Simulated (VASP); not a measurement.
# BN (P-3m1) in VASP: notebook, part 2 of 2

VASP 6.6.1. The steps go on from the part before.

## Step 4: Single point, PBE+D3(BJ) (the distance across one plane changed)

Input file INCAR:

```
SYSTEM = BN
PREC = Accurate ; ENCUT = 520
EDIFF = 1E-7 ; ISMEAR = 0
SIGMA = 0.05 ; LREAL = .FALSE.
LASPH = .TRUE. ; NELM = 100
ALGO = Normal ; ISIF = 2
LWAVE = .FALSE. ; LCHARG = .TRUE.
GGA = PE ; IVDW = 12
LELF = .TRUE. ; LVHAR = .TRUE.
NBANDS = 26
```

Input file KPOINTS:

```
Automatic mesh
0
G
  10 10 2
  0 0 0
```

Input file POSCAR:

```
BN
1.0
   -2.5039917043      0.0000000000      0.0000000000
   -1.2519958521     -2.1685204268      0.0000000000
    0.0000000000      0.0000000000     13.8224000000
B N
4 4
Direct
    0.3333333333      0.3333333333      0.8433484778
    0.3333333333      0.3333333333      0.3614350619
    0.6666666667      0.6666666667      0.1204783540
    0.6666666667      0.6666666667      0.6023917699
    0.3333333333      0.3333333333      0.1204783540
    0.3333333333      0.3333333333      0.6023917699
    0.6666666667      0.6666666667      0.8433484778
    0.6666666667      0.6666666667      0.3614350619
```

Started as:

```sh
> cat potpaw_PBE.64/B/POTCAR potpaw_PBE.64/N/POTCAR > POTCAR
> mpirun -np 1 vasp_std > vasp.out
```

Run time: 1.8 min. Hardware: 1 thread of Intel Xeon 8259CL, shared host; peak memory 0.22 GiB.

It converged, with:

- Free energy: -71.4120 eV
- Pressure: 0.6 GPa
- Largest force: 0.043 eV/Å
- Band gap on the k mesh: 4.29 eV (least direct gap 4.71 eV)
- Dispersion energy per atom: -0.135 eV

Forces on the atoms (eV/Å):
```
B    0.000  0.000  0.014
B    0.000  0.000  0.001
B    0.000  0.000 -0.014
B    0.000  0.000 -0.001
N    0.000  0.000 -0.043
N    0.000  0.000 -0.001
N    0.000  0.000  0.043
N    0.000  0.000  0.001
```

Stress tensor (GPa, compression positive):
```
 1.27  0.00  0.00
 0.00  1.27  0.00
 0.00  0.00 -0.76
```

Levels at points of the mesh, in eV from the valence-band top:
```csv
k point,band 12,band 13,band 14,band 15,band 16,band 17,band 18,band 19,band 20,band 21
"(0.00, 0.00, 0.00)",-1.34,-1.33,-1.33,-1.32,-1.32,5.00,7.01,7.39,9.94,11.53
"(0.50, 0.00, 0.00)",-4.11,-1.39,-1.01,-0.85,-0.51,4.29,4.64,4.83,5.50,9.50
"(0.00, 0.00, 0.50)",-1.34,-1.33,-1.33,-1.32,-1.32,5.45,5.84,8.75,9.20,11.54
"(0.50, 0.00, 0.50)",-4.11,-1.33,-1.17,-0.69,-0.57,4.33,4.46,5.14,5.34,9.66
```

Caveat: the cell differs from its parent crystal (the distance across one plane changed). A k mesh can miss the band edges.

## Step 5: Single point, PBE+D3(BJ) (the distance across one plane changed)

Input file INCAR:

```
PREC = Accurate
ENCUT = 520
EDIFF = 1E-7
ISMEAR = 0
SIGMA = 0.05
LREAL = F
LASPH = T
NELM = 60
ALGO = Normal
ISIF = 2
LWAVE = F
LCHARG = T
GGA = PE
IVDW = 12
LELF = T
LVHAR = T
NBANDS = 26
```

Input file KPOINTS:

```
regular mesh
0
Gamma
  10 10 2
```

Input file POSCAR:

```
BN
1.0
   -2.5039917043      0.0000000000      0.0000000000
   -1.2519958521     -2.1685204268      0.0000000000
    0.0000000000      0.0000000000     14.0724000000
B N
4 4
Direct
    0.3333333333      0.3333333333      0.8283661636
    0.3333333333      0.3333333333      0.3550140701
    0.6666666667      0.6666666667      0.1183380234
    0.6666666667      0.6666666667      0.5916901168
    0.3333333333      0.3333333333      0.1183380234
    0.3333333333      0.3333333333      0.5916901168
    0.6666666667      0.6666666667      0.8283661636
    0.6666666667      0.6666666667      0.3550140701
```

Potentials or basis: VASP PAW PBE potentials, release 64 (B, N).

Started as:

```sh
> cat potpaw_PBE.64/B/POTCAR potpaw_PBE.64/N/POTCAR > POTCAR
> mpirun -np 1 vasp_std > vasp.out
```

OUTCAR:

```text
PREC = Accurate
   ENCUT = 520
   EDIFF = 1E-7
   ISMEAR = 0
   LREAL = F
   LASPH = T
   NELM = 60
   ISIF = 2
   GGA = PE
   IVDW = 12
 IVDW          = 12

 ion  position               nearest neighbor table
   1  0.333  0.333  0.828-   7 1.45   7 1.45   7 1.45
   2  0.333  0.333  0.355-   8 1.45   8 1.45   8 1.45
   3  0.667  0.667  0.118-   5 1.45   5 1.45   5 1.45
   4  0.667  0.667  0.592-   6 1.45   6 1.45   6 1.45
[... 917 lines left out ...]
  -------------------------------------------------------------------------------------
  Total       0.61200     0.61200    -0.35372    -0.00000     0.00000     0.00000
  in kB      12.83204    12.83204    -7.41658    -0.00000     0.00000     0.00000
  external pressure =        6.08 kB  Pullay stress =        0.00 kB

 VOLUME and BASIS-vectors are now :
 -----------------------------------------------------------------------------
  energy-cutoff  :      520.00
  volume of cell :       76.41
      direct lattice vectors                 reciprocal lattice vectors
    -2.503991704  0.000000000  0.000000000    -0.399362345  0.230571958  0.000000000
    -1.251995852 -2.168520427  0.000000000     0.000000000 -0.461143915  0.000000000
     0.000000000  0.000000000 14.072400000     0.000000000  0.000000000  0.071061084

 POSITION                                       TOTAL-FORCE (eV/Angst)
 -----------------------------------------------------------------------------------
     -1.25200     -0.72284     11.65710        -0.000000      0.000000      0.010647
     -1.25200     -0.72284      4.99590         0.000000      0.000000      0.001324
     -2.50399     -1.44568      1.66530         0.000000      0.000000     -0.010647
     -2.50399     -1.44568      8.32650        -0.000000     -0.000000     -0.001324
     -1.25200     -0.72284      1.66530         0.000000     -0.000000     -0.044354
     -1.25200     -0.72284      8.32650        -0.000000     -0.000000     -0.000888
     -2.50399     -1.44568     11.65710        -0.000000      0.000000      0.044354
     -2.50399     -1.44568      4.99590         0.000000      0.000000      0.000888
 -----------------------------------------------------------------------------------
    total drift:                                0.000000      0.000000     -0.000027

  FREE ENERGIE OF THE ION-ELECTRON SYSTEM (eV)
  ---------------------------------------------------
  free  energy   TOTEN  =       -71.3969256501 eV

  energy  without entropy=      -71.3969256501  energy(sigma->0) =      -71.39692565
```

stdout:

```text
POSCAR found type information on POSCAR B N
 POSCAR found :  2 types and       8 ions
 scaLAPACK will be used
 LDA part: xc-table for (Slater+PW92), standard interpolation
 POSCAR, INCAR and KPOINTS ok, starting setup
 FFT: planning ... GRIDC
 FFT: planning ... GRID_SOFT
 FFT: planning ... GRID
 WAVECAR not read
 entering main loop
```

Wall time 1.9 min (1 thread of Intel Xeon 8259CL, shared host); peak memory 0.22 GiB.

What came out:

* Free energy: -71.3969 eV
* Pressure: 0.6 GPa
* Largest force: 0.044 eV/Å
* Band gap on the k mesh: 4.31 eV (least direct gap 4.72 eV)
* Dispersion energy per atom: -0.133 eV

Forces on the atoms (eV/Å):
```
B    0.000  0.000  0.011
B    0.000  0.000  0.001
B    0.000  0.000 -0.011
B    0.000  0.000 -0.001
N    0.000  0.000 -0.044
N    0.000  0.000 -0.001
N    0.000  0.000  0.044
N    0.000  0.000  0.001
```

Stress tensor (GPa, compression positive):
```
 1.28  0.00  0.00
 0.00  1.28  0.00
 0.00  0.00 -0.74
```

Levels at points of the mesh, in eV from the valence-band top:
| k point | band 12 | band 13 | band 14 | band 15 | band 16 | band 17 | band 18 | band 19 | band 20 | band 21 |
| --- | --- | --- | --- | --- | --- | --- | --- | --- | --- | --- |
| (0.00, 0.00, 0.00) | -1.34 | -1.32 | -1.32 | -1.32 | -1.32 | 4.91 | 6.82 | 7.30 | 9.85 | 11.54 |
| (0.50, 0.00, 0.00) | -4.10 | -1.37 | -1.03 | -0.81 | -0.52 | 4.31 | 4.63 | 4.88 | 5.48 | 9.52 |
| (0.00, 0.00, 0.50) | -1.34 | -1.32 | -1.32 | -1.32 | -1.32 | 5.27 | 5.81 | 8.55 | 9.11 | 11.54 |
| (0.50, 0.00, 0.50) | -4.11 | -1.33 | -1.13 | -0.71 | -0.56 | 4.33 | 4.49 | 5.10 | 5.36 | 9.65 |

Caveat: the cell differs from its parent crystal (the distance across one plane changed). A k mesh can miss the band edges.

## Step 6: Overview

```tsv
cell	gap on the mesh (eV)	pressure (GPa)	largest force (eV/Å)
a = 2.504, b = 2.504, c = 13.022 Å, angles 90.0, 90.0, 60.0°, 8 atoms	4.18	1.1	0.10
a = 2.504, b = 2.504, c = 13.572 Å, angles 90.0, 90.0, 60.0°, 8 atoms	4.27	0.6	0.03
a = 2.504, b = 2.504, c = 13.822 Å, angles 90.0, 90.0, 60.0°, 8 atoms	4.29	0.6	0.04
a = 2.504, b = 2.504, c = 14.072 Å, angles 90.0, 90.0, 60.0°, 8 atoms	4.31	0.6	0.04
```

Alike in all rows: task single point; level PBE+D3(BJ); potentials or basis VASP PAW PBE potentials, release 64 (B, N); no spin polarisation; k mesh 10 × 10 × 2; cutoff (eV) 520; smearing gaussian 0.05 eV.

Absolute energies hang on the potentials; compare differences alone.
